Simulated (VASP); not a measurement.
# LaB6 (Pm-3m) in VASP: notebook

The runs below take LaB6 through single point, relaxation of cell and atoms, with r2SCAN.

All numbers are computed with VASP 6.6.1; they aren't measurements. Logs are shortened: lines on timing, memory, paths and dates and some standing lists are left out, and cuts for length are marked.

## (1) The cell of the first run

Symmetry: Pm-3m, No. 221, cubic system. Conventional cell: a = 4.152 Å, b = 4.152 Å, c = 4.152 Å, α = 90.00°, β = 90.00°, γ = 90.00°. La (site symmetry m-3m) has 24 B at 3.05 Å and 6 La at 4.15 Å within 4.2 Å. Within 2.2 Å of B (site symmetry 4mm) lie 5 B at 1.66 to 1.76 Å.

## (2) Single point, r2SCAN

Input file POSCAR:

```
LaB6
1.0
    4.1523391445      0.0000000000      0.0000000000
    0.0000000000      4.1523391445      0.0000000000
    0.0000000000      0.0000000000      4.1523391445
La B
1 6
Direct
    0.0000000000      0.0000000000      0.0000000000
    0.2000457779      0.5000000000      0.5000000000
    0.5000000000      0.2000457779      0.5000000000
    0.7999542221      0.5000000000      0.5000000000
    0.5000000000      0.7999542221      0.5000000000
    0.5000000000      0.5000000000      0.2000457779
    0.5000000000      0.5000000000      0.7999542221
```

Input file INCAR.step1:

```
SYSTEM = LaB6
PREC = Accurate ; ENCUT = 520
ISMEAR = 0 ; SIGMA = 0.1
LREAL = .FALSE. ; LASPH = .TRUE.
NELM = 60 ; NBANDS = 24
GGA = PE ; ALGO = Normal
EDIFF = 1E-4 ; LWAVE = .TRUE.
LCHARG = .FALSE.
```

Input file INCAR.step2:

```
SYSTEM = LaB6
PREC = Accurate ; ENCUT = 520
EDIFF = 1E-6 ; ISMEAR = 0
SIGMA = 0.1 ; LREAL = .FALSE.
LASPH = .TRUE. ; NELM = 60
ALGO = Normal ; ISIF = 2
LWAVE = .FALSE. ; LCHARG = .TRUE.
METAGGA = R2SCAN ; LMIXTAU = .TRUE.
LELF = .TRUE. ; LVHAR = .TRUE.
NBANDS = 24 ; ISTART = 1
```

Input file KPOINTS:

```
Automatic mesh
0
G
  8 8 8
  0 0 0
```

Potentials or basis: VASP PAW PBE potentials, release 64 (La, B).

Started as:

```console
> cat potpaw_PBE.64/La/POTCAR potpaw_PBE.64/B/POTCAR > POTCAR
> cp INCAR.step1 INCAR
> mpirun -np 1 vasp_std > vasp.out
> cp INCAR.step2 INCAR
> mpirun -np 1 vasp_std > vasp.out
```

OUTCAR:

```text
SYSTEM = LaB6
   PREC = Accurate
   ENCUT = 520
   EDIFF = 1E-6
   ISMEAR = 0
   LREAL = .FALSE.
   LASPH = .TRUE.
   NELM = 60
   ISIF = 2
   METAGGA = R2SCAN
   ISTART = 1

 ion  position               nearest neighbor table
   1  0.000  0.000  0.000-
   2  0.200  0.500  0.500-   4 1.66   3 1.76   5 1.76   6 1.76   7 1.76
   3  0.500  0.200  0.500-   5 1.66   4 1.76   2 1.76   6 1.76   7 1.76
   4  0.800  0.500  0.500-   2 1.66   3 1.76   5 1.76   6 1.76   7 1.76
   5  0.500  0.800  0.500-   3 1.66   2 1.76   4 1.76   6 1.76   7 1.76
   6  0.500  0.500  0.200-   7 1.66   3 1.76   4 1.76   5 1.76   2 1.76
   7  0.500  0.500  0.800-   6 1.66   3 1.76   4 1.76   5 1.76   2 1.76

  LATTYP: Found a simple cubic cell.
 ALAT       =     4.1523391445

  Lattice vectors:

 A1 = (   4.1523391445,   0.0000000000,   0.0000000000)
 A2 = (   0.0000000000,   4.1523391445,   0.0000000000)
 A3 = (   0.0000000000,   0.0000000000,   4.1523391445)

Analysis of symmetry for initial positions (statically):
=====================================================================
 Subroutine PRICEL returns:
 Original cell was already a primitive cell.

 Routine SETGRP: Setting up the symmetry group for a
 simple cubic supercell.

 Subroutine GETGRP returns: Found 48 space group operations
 (whereof 48 operations were pure point group operations)
 out of a pool of 48 trial point group operations.

The static configuration has the point symmetry O_h .

Analysis of symmetry for dynamics (positions and initial velocities):
=====================================================================
 Subroutine PRICEL returns:
 Original cell was already a primitive cell.

 Routine SETGRP: Setting up the symmetry group for a
 simple cubic supercell.

 Subroutine GETGRP returns: Found 48 space group operations
 (whereof 48 operations were pure point group operations)
 out of a pool of 48 trial point group operations.

The dynamic configuration has the point symmetry O_h .

 Subroutine INISYM returns: Found 48 space group operations
 (whereof 48 operations are pure point group operations),
 and found     1 'primitive' translations

----------------------------------------------------------------------------------------

                                     Primitive cell

  volume of cell :      71.5943

  direct lattice vectors                    reciprocal lattice vectors
     4.152339144  0.000000000  0.000000000     0.240828113  0.000000000  0.000000000
     0.000000000  4.152339144  0.000000000     0.000000000  0.240828113  0.000000000
     0.000000000  0.000000000  4.152339144     0.000000000  0.000000000  0.240828113

  length of vectors
     4.152339144  4.152339144  4.152339144     0.240828113  0.240828113  0.240828113

  position of ions in fractional coordinates (direct lattice)
     0.000000000  0.000000000  0.000000000
     0.200045778  0.500000000  0.500000000
     0.500000000  0.200045778  0.500000000
     0.799954222  0.500000000  0.500000000
     0.500000000  0.799954222  0.500000000
     0.500000000  0.500000000  0.200045778
     0.500000000  0.500000000  0.799954222

  ion indices of the primitive-cell ions
   primitive index   ion index
                 1           1
                 2           2
                 3           3
                 4           4
                 5           5
                 6           6
                 7           7

----------------------------------------------------------------------------------------

 KPOINTS: Automatic mesh

Automatic generation of k-mesh.
 Grid dimensions read from file:
 generate k-points for:    8    8    8

 Generating k-lattice:

  Cartesian coordinates                     Fractional coordinates (reciprocal lattice)
     0.030103514  0.000000000  0.000000000     0.125000000  0.000000000  0.000000000
     0.000000000  0.030103514  0.000000000     0.000000000  0.125000000  0.000000000
     0.000000000  0.000000000  0.030103514     0.000000000  0.000000000  0.125000000

  Length of vectors
     0.030103514  0.030103514  0.030103514

  Shift w.r.t. Gamma in fractional coordinates (k-lattice)
     0.000000000  0.000000000  0.000000000

 Subroutine IBZKPT returns following result:
 ===========================================

 Found     35 irreducible k-points:

 Following reciprocal coordinates:
            Coordinates               Weight
  0.000000  0.000000  0.000000      1.000000
  0.125000  0.000000  0.000000      6.000000
  0.250000  0.000000  0.000000      6.000000
  0.375000  0.000000  0.000000      6.000000
  0.500000  0.000000  0.000000      3.000000
  0.125000  0.125000  0.000000     12.000000
[... 16 lines left out ...]
  0.375000  0.375000  0.125000     24.000000
  0.500000  0.375000  0.125000     24.000000
 [... further k-points ...]
   k-points           NKPTS =     35   k-points in BZ     NKDIM =     35   number of bands    NBANDS=     24
   number of dos      NEDOS =    301   number of ions     NIONS =      7
   total plane-waves  NPLWV =  32768
   dimension x,y,z NGX =    32 NGY =   32 NGZ =   32
   dimension x,y,z NGXF=    64 NGYF=   64 NGZF=   64
   ions per type =               1   6
   NGX,Y,Z   is equivalent  to a cutoff of  12.81, 12.81, 12.81 a.u.
   NGXF,Y,Z  is equivalent  to a cutoff of  25.62, 25.62, 25.62 a.u.
 SYSTEM =  LaB6
   PREC   = accura    normal or accurate (medium, high low for compatibility)
   ISTART =      1    job   : 0-new  1-cont  2-samecut
   ICHARG =      0    charge: 1-file 2-atom 10-const
   ISPIN  =      1    spin polarized calculation?
   LNONCOLLINEAR =      F non collinear calculations
   LSORBIT =      F    spin-orbit coupling
   LASPH  =      T    aspherical Exc in radial PAW
   ENCUT  =  520.0 eV  38.22 Ry    6.18 a.u.   7.72  7.72  7.72*2*pi/ulx,y,z
   NELM   =     60;   NELMIN=  2; NELMDL=  0     # of ELM steps
   EDIFF  = 0.1E-05   stopping-criterion for ELM
   LREAL  =      F    real-space projection
   EDIFFG = 0.1E-04   stopping-criterion for IOM
   NSW    =      0    number of steps for IOM
   IBRION =     -1    ionic relax: 0-MD 1-quasi-New 2-CG
   NFREE  =      0    steps in history (QN), initial steepest desc. (CG)
   ISIF   =      2    stress and relaxation
   ISYM   =      2    0-nonsym 1-usesym 2-fastsym
   POTIM  = 0.5000    time-step for ionic-motion
   TEBEG  =    0.0;   TEEND  =   0.0 temperature during run
   PSTRESS=    0.0 pullay stress
   NELECT =      29.0000    total number of electrons
   NUPDOWN=      -1.0000    fix difference up-down
   EMIN   =  10.00;   EMAX   =-10.00  energy-range for DOS
   EFERMI =   0.00;   METHOD = LEGACY
   ISMEAR =     0;   SIGMA  =   0.10  broadening in eV -4-tet -1-fermi 0-gaus
   EFERMI_NEDOS =   21; number of points for ismear=-14 and -15
   IALGO  =     38    algorithm
   IMIX   =      4    mixing-type and parameters
     AMIX     =   0.40;   BMIX     =  1.00
     AMIX_MAG =   1.60;   BMIX_MAG =  1.00
  volume/ion in A,a.u.               =      10.23        69.02
  Fermi-wavevector in a.u.,A,eV,Ry     =   1.211290  2.289006 19.962776  1.467223
  Thomas-Fermi vector in A             =   2.346810
   LORBIT       =      0    0 simple, 1 ext, 2 COOP (PROOUT), +10 PAW based schemes
   METAGGA = R2SCAN    functional components
   LHFCALC =     F    Hartree Fock is set to
   AEXX    =    0.0000 exact exchange contribution
   IVDW    =     0    specifies the selected vdW correction
   LEPSILON=     F    determine dielectric tensor
   LRPA    =     F    only Hartree local field effects (RPA)
 non-spin polarized calculation
 Gauss-broadening in eV      SIGMA  =   0.10
  energy-cutoff  :      520.00
  volume of cell :       71.59
 maximum number of plane-waves:      1956
 NGX is ok and might be reduce to    32
   NGX = 15   NGY = 15   NGZ = 15

 number of electron      29.0000003 magnetization

 Free energy of the ion-electron system (eV)
  ---------------------------------------------------
  ext. energy  EPLUGINS =         0.00000000
  ---------------------------------------------------
  free energy    TOTEN  =       -78.22311414 eV

  energy without entropy =      -78.21942162  energy(sigma->0) =      -78.22126788

 E-fermi :   8.7306     XC(G=0): -11.9424

 val. band max:        8.6047390172   @ k =   0.3750   0.2500   0.1250
 cond. band min:       8.7411880478   @ k =   0.2500   0.2500   0.0000
 fundamental gap:      0.1364490306
 Fermi energy:         8.7305723544

 k-point     1 :       0.0000    0.0000    0.0000
  band No.  band energies     occupation
      1     -25.6371      2.00000
      2      -8.9355      2.00000
      3      -8.9355      2.00000
      4      -8.9355      2.00000
      5      -7.8481      2.00000
      6       0.3532      2.00000
[... 16 lines left out ...]
     23      11.0097      0.00000
     24      12.1375      0.00000

 k-point     2 :       0.1250    0.0000    0.0000
  band No.  band energies     occupation
      1     -25.6334      2.00000
      2      -9.1173      2.00000
      3      -8.9234      2.00000
      4      -8.9234      2.00000
      5      -7.6530      2.00000
      6      -0.5836      2.00000
[... 16 lines left out ...]
     23      11.1097      0.00000
     24      12.0835      0.00000

 k-point     3 :       0.2500    0.0000    0.0000
  band No.  band energies     occupation
      1     -25.6244      2.00000
      2      -9.4366      2.00000
      3      -8.8939      2.00000
      4      -8.8939      2.00000
      5      -7.2843      2.00000
      6      -1.6129      2.00000
[... 16 lines left out ...]
     23      11.4735      0.00000
     24      11.5496      0.00000
[... 514 lines left out ...]
 k-point    23 :       0.3750    0.3750    0.1250
  band No.  band energies     occupation
      1     -25.5912      2.00000
      2      -9.3880      2.00000
      3      -9.2840      2.00000
      4      -8.8744      2.00000
      5      -7.1175      2.00000
      6      -1.5988      2.00000
[... 16 lines left out ...]
     23      11.7222      0.00000
     24      12.2780      0.00000

 k-point    24 :       0.5000    0.3750    0.1250
  band No.  band energies     occupation
      1     -25.5876      2.00000
      2      -9.4090      2.00000
      3      -9.2759      2.00000
      4      -8.8615      2.00000
      5      -7.1577      2.00000
      6      -1.6431      2.00000
[... 16 lines left out ...]
     23      11.9657      0.00000
     24      12.2907      0.00000

 [... further k-points ...]
[... 5 lines left out ...]
  --------------------------------------------------------------------------------------
  -------------------------------------------------------------------------------------
  Total       -0.0081742     -0.0081742     -0.0081742      0.0000000      0.0000000     -0.0000000
  in kB       -0.1829257     -0.1829257     -0.1829257      0.0000000      0.0000000     -0.0000000
  external PRESSURE =      -0.1829257 kB  Pullay stress =       0.0000000 kB

 VOLUME and BASIS-vectors are now :
 -----------------------------------------------------------------------------
  energy-cutoff  :      520.00
  volume of cell :       71.59
      direct lattice vectors                 reciprocal lattice vectors
     4.152339144  0.000000000  0.000000000     0.240828113  0.000000000  0.000000000
     0.000000000  4.152339144  0.000000000     0.000000000  0.240828113  0.000000000
     0.000000000  0.000000000  4.152339144     0.000000000  0.000000000  0.240828113

 POSITION                                       TOTAL-FORCE (eV/Angst)
 -----------------------------------------------------------------------------------
      0.00000      0.00000      0.00000         0.000000      0.000000     -0.000000
      0.83066      2.07617      2.07617        -0.022298      0.000000     -0.000000
      2.07617      0.83066      2.07617         0.000000     -0.022298     -0.000000
      3.32168      2.07617      2.07617         0.022298      0.000000     -0.000000
      2.07617      3.32168      2.07617         0.000000      0.022298     -0.000000
      2.07617      2.07617      0.83066         0.000000      0.000000     -0.022298
      2.07617      2.07617      3.32168         0.000000      0.000000      0.022298
 -----------------------------------------------------------------------------------
    total drift:                               -0.000000     -0.000000     -0.000000

  FREE ENERGIE OF THE ION-ELECTRON SYSTEM (eV)
  ---------------------------------------------------
  free  energy   TOTEN  =       -78.2231141415 eV

  energy  without entropy=      -78.2194216164  energy(sigma->0) =      -78.22126788
```

It took 99 s on 1 thread of Intel Xeon 6975P-C (Granite Rapids), shared host; peak memory 0.22 GiB.

Results:

* Free energy: -78.2231 eV
* Pressure: 0.0 GPa
* Largest force: 0.022 eV/Å
* Band gap on the k mesh: zero (an odd number of electrons rules out a gap without spin polarisation)

Forces in eV/Å, atoms in the order of the input:
```
La   0.000  0.000  0.000
B   -0.022  0.000  0.000
B    0.000 -0.022  0.000
B    0.022  0.000  0.000
B    0.000  0.022  0.000
B    0.000  0.000 -0.022
B    0.000  0.000  0.022
```

Levels at points of the mesh, in eV from the Fermi level:
| k point | band 12 | band 13 | band 14 | band 15 | band 16 | band 17 |
| --- | --- | --- | --- | --- | --- | --- |
| (0.00, 0.00, 0.00) | -1.98 | -1.98 | -1.98 | 0.28 | 0.28 | 0.28 |
| (0.50, 0.00, 0.00) | -3.70 | -3.39 | -2.51 | -1.58 | 1.67 | 1.67 |
| (0.50, 0.50, 0.00) | -4.71 | -3.06 | -3.06 | 1.20 | 1.20 | 2.22 |
| (0.50, 0.50, 0.50) | -2.53 | -2.53 | -2.53 | 1.68 | 2.02 | 2.02 |

Caveat: the PAW data sets were made with another functional, which shifts forces and pressure a little; spin-orbit coupling is left out, which moves the levels of the heavy elements.

## (3) Relaxation of cell and atoms, r2SCAN

Input file POSCAR:

```
LaB6
1.0
    4.1546927964      0.0000000000      0.0000000000
    0.0000000000      4.1546927964      0.0000000000
    0.0000000000      0.0000000000      4.1546927964
La B
1 6
Direct
    0.0000000000      0.0000000000      0.0000000000
    0.1998272937      0.5000000000      0.5000000000
    0.5000000000      0.1998272937      0.5000000000
    0.8001727063      0.5000000000      0.5000000000
    0.5000000000      0.8001727063      0.5000000000
    0.5000000000      0.5000000000      0.1998272937
    0.5000000000      0.5000000000      0.8001727063
```

Input file INCAR.step1:

```
ALGO = Normal
EDIFF = 1E-4
ENCUT = 600
GGA = PE
ISMEAR = 0
LASPH = True
LCHARG = False
LREAL = False
LWAVE = True
NELM = 100
PREC = Accurate
SIGMA = 0.1
```

Input file INCAR.step2:

```
ALGO = Normal
EDIFF = 1E-7
EDIFFG = -0.005
ENCUT = 600
IBRION = 2
ISIF = 3
ISMEAR = 0
ISTART = 1
LASPH = True
LCHARG = False
LMIXTAU = True
LREAL = False
LWAVE = False
METAGGA = R2SCAN
NELM = 100
NSW = 70
PREC = Accurate
SIGMA = 0.1
```

Input file KPOINTS:

```
k-points
0
Gamma
  8 8 8
```

Potentials or basis: VASP PAW PBE potentials, release 64 (La, B).

Started as:

```console
> cat potpaw_PBE.64/La/POTCAR potpaw_PBE.64/B/POTCAR > POTCAR
> cp INCAR.step1 INCAR
> mpirun -np 1 vasp_std > vasp.out
> cp INCAR.step2 INCAR
> mpirun -np 1 vasp_std > vasp.out
```

It took 5.6 min on 1 thread of Intel Xeon 6975P-C (Granite Rapids), shared host; peak memory 0.27 GiB.

It converged, with:

```
Free energy                           : -78.2309 eV
Relaxed volume                        : 10.22 Å³/atom
Relaxed cell                          : a = 4.152 Å, b = 4.152 Å, c = 4.152 Å, α = 90.00°, β = 90.00°, γ = 90.00°
Space group after relaxing (to 0.1 Å) : Pm-3m (No. 221)
Energy gained by relaxing             : 0.0 meV/atom
Ionic steps                           : 5
Pressure after relaxing               : 0.0 GPa
Band gap on the k mesh                : zero (an odd number of electrons rules out a gap without spin polarisation)
```

The path:
```csv
step,energy change (eV),largest force (eV/Å),pressure (GPa),volume (Å³)
1,0.0000,0.0394,-0.39,71.72
2,0.0003,0.0953,0.37,71.46
3,-0.0002,0.0141,-0.09,71.61
4,-0.0002,0.0094,0.08,71.54
5,-0.0002,0.0002,0.01,71.57
```

Final structure:
```
CELL_PARAMETERS angstrom
4.15184 0.00000 0.00000
0.00000 4.15184 0.00000
0.00000 0.00000 4.15184
ATOMIC_POSITIONS crystal
La 0.00000 0.00000 0.00000
B 0.19995 0.50000 0.50000
B 0.50000 0.19995 0.50000
B 0.80005 0.50000 0.50000
B 0.50000 0.80005 0.50000
B 0.50000 0.50000 0.19995
B 0.50000 0.50000 0.80005
```

Levels at points of the mesh, in eV from the Fermi level:
```
           k point  band 12  band 13  band 14  band 15  band 16  band 17
(0.00, 0.00, 0.00)    -1.97    -1.97    -1.97     0.28     0.28     0.28
(0.50, 0.00, 0.00)    -3.70    -3.39    -2.51    -1.57     1.67     1.67
(0.50, 0.50, 0.00)    -4.70    -3.06    -3.06     1.20     1.20     2.22
(0.50, 0.50, 0.50)    -2.53    -2.53    -2.53     1.69     2.02     2.02
```

Caveat: the PAW data sets were made with another functional, which shifts forces and pressure a little; spin-orbit coupling is left out, which moves the levels of the heavy elements.

The gap in the log of VASP goes by the Fermi energy; the results here count the filled bands.